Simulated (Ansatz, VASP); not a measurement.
PbSe: VASP beside Ansatz

Contents of INCAR:

```
PREC = Accurate ; ENCUT = 520
EDIFF = 1E-6 ; ISMEAR = -1
SIGMA = 0.02 ; LREAL = F
LASPH = T ; NELM = 100
ALGO = Normal ; ISIF = 2
LWAVE = F ; LCHARG = F
GGA = PE ; NBANDS = 17
```

The input KPOINTS:

```
regular mesh
0
Gamma
  8 8 8
```

Contents of POSCAR:

```
PbSe
1.0
    0.0000000000      3.0887022205      2.9114107130
    3.0887022205      0.0000000000      2.9114107130
    3.0887022205      3.0887022205      0.0000000000
Pb Se
1 1
Direct
    0.0000000000      0.0000000000      0.0000000000
    0.5000000000      0.5000000000      0.5000000000
```

Input for Ansatz:

```yaml
crystal:
  lattice:
    - [0.0, 3.0887022205, 2.911410713]
    - [3.0887022205, 0.0, 2.911410713]
    - [3.0887022205, 3.0887022205, 0.0]
  atoms:
    - { symbol: Pb, position: [0.0, 0.0, 0.0] }
    - { symbol: Se, position: [0.5, 0.5, 0.5] }
kpoints:
  mp_grid: { grid: [8, 8, 8] }
  band_path:
    path:
      - [0.0, 0.0, 0.0]
      - [0.5, 0.0, 0.5]
      - [0.625, 0.25, 0.625]
      - [0.375, 0.375, 0.75]
      - [0.5, 0.5, 0.5]
      - [0.5, 0.25, 0.75]
      - [0.0, 0.0, 0.5]
    npoints: 1
hamiltonian:
  xc: pbe
scf:
  occupations: { method: fermi_dirac, width: 0.02 }
  n_extra_bands: 4
output:
  forces: true
  stress: true
  eigenvalues: true
  write_density: true
  write_potential: true
  elf: true
  volumetric_format: npy
```

Change from the starting cell: uniaxial_z strain -5.7%.

Alike in both runs: task single point; functional PBE; k mesh 8 × 8 × 8; occupations fermi-dirac, width 0.02 eV; no spin polarisation.

|  | VASP | Ansatz |
| --- | --- | --- |
| version | VASP 6.6.1 | Ansatz 0.2.0 |
| potentials or method | VASP PAW PBE potentials, release 64 (Pb_d, Se) | plane waves, PAW |
| plane-wave cutoff (eV) | 520 | 420 |
| valence electrons in the cell | 20 | 30 |

|  | VASP | Ansatz | Ansatz less VASP |
| --- | --- | --- | --- |
| pressure (GPa) | 4.9 | 4.9 | +0.02 |
| traceless stress, the component that is largest in VASP (GPa) | 6.47 | 6.45 | -0.016 |

VASP's potentials hold 20 valence electrons a cell and Ansatz's 30, so a difference there can come from the potentials and not from the codes.

Neither program's run includes spin-orbit coupling.
